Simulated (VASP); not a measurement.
TiC:

```xyz
2
Lattice="3.2134 0.0000 0.0000 -1.6067 2.7829 0.0000 0.0000 0.0000 3.1284" Properties=species:S:1:pos:R:3 pbc="T T T"
Ti    0.0000    1.8552    1.5642
C     1.6067    0.9276    0.0000
```

| Property | Result |
| --- | --- |
| Program | VASP 6.6.1 |
| Task | relaxation of cell and atoms |
| Functional | PBE |
| Potentials or basis | VASP PAW PBE potentials, release 64 (Ti_sv, C) |
| Cutoff | 600 eV |
| k mesh | 6 × 6 × 6 |
| Occupations | gaussian, width 0.1 eV |
| Spin | no spin polarisation |

At the start: pressure -33.9 GPa; volume 13.99 Å³/atom.

**Question.** How do energy, volume and symmetry change on relaxing?

**Answer.** Over 10 steps the energy falls by 509.1 meV/atom and the volume is 10.83 Å³/atom (-22.6 %); space group P-6m2 (No. 187, to 0.05 Å).

Step by step:
```
step  energy change (eV)  largest force (eV/Å)  pressure (GPa)  volume (Å³)
   1              0.0000                0.0000          -33.89        27.98
   2             -0.1572                0.0000           73.25        17.49
   3             -1.0070                0.0000           -1.46        21.74
   4             -1.0100                0.0000            0.77        21.52
   5             -1.0102                0.0000            2.06        21.40
   6             -1.0177                0.0000            0.39        21.63
   7             -1.0181                0.0000            0.62        21.59
   8             -1.0181                0.0000            0.66        21.59
   9             -1.0181                0.0000           -0.61        21.71
  10             -1.0182                0.0000            0.01        21.65
```

Final structure:
```
CELL_PARAMETERS angstrom
3.05177 0.00000 0.00000
-1.52589 2.64291 0.00000
0.00000 0.00000 2.68426
ATOMIC_POSITIONS crystal
Ti 0.33333 0.66667 0.50000
C 0.66667 0.33333 0.00000
```

Caveat: the volume moved by over 15 % at a fixed basis, so the end points are rough.
